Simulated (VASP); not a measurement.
A run of VASP 6.6.1 is set up as follows.

The input POSCAR:

```
Zr
1.0
    1.8023103959     -5.7172988389      0.0000000000
    1.8023103959      5.7172988389      0.0000000000
    0.0000000000      0.0000000000      4.7698607456
Zr
4
Direct
    0.0980000000      0.9020000000      0.9100000000
    0.5980000000      0.4020000000      0.5900000000
    0.9020000000      0.0980000000      0.0900000000
    0.4020000000      0.5980000000      0.4100000000
```

INCAR.step1

```
ALGO = Normal
EDIFF = 1E-4
ENCUT = 600
GGA = PE
ISMEAR = 0
LASPH = True
LCHARG = False
LREAL = False
LWAVE = True
NELM = 100
PREC = Accurate
SIGMA = 0.1
```

INCAR.step2

```
ALGO = Normal
EDIFF = 1E-6
EDIFFG = -0.04
ENCUT = 600
IBRION = 2
ISIF = 3
ISMEAR = 0
ISTART = 1
LASPH = True
LCHARG = False
LMIXTAU = True
LREAL = False
LWAVE = False
METAGGA = R2SCAN
NELM = 100
NSW = 90
PREC = Accurate
SIGMA = 0.1
```

The input KPOINTS:

```
k-points
0
Gamma
  6 6 4
```

Potentials or basis: VASP PAW PBE potentials, release 64 (Zr_sv).

Run with:

```sh
$ cat potpaw_PBE.64/Zr_sv/POTCAR > POTCAR
$ cp INCAR.step1 INCAR
$ mpirun -np 1 vasp_std > vasp.out
$ cp INCAR.step2 INCAR
$ mpirun -np 1 vasp_std > vasp.out
```

(1) What does it give for the relaxed volume?

(2) Predict the space group after relaxing (to 0.05 Å).

Results:

(1) 23.65 Å³/atom.

(2) Fmmm (No. 69).

Caveat: the PAW data sets were made with another functional, which shifts forces and pressure a little.
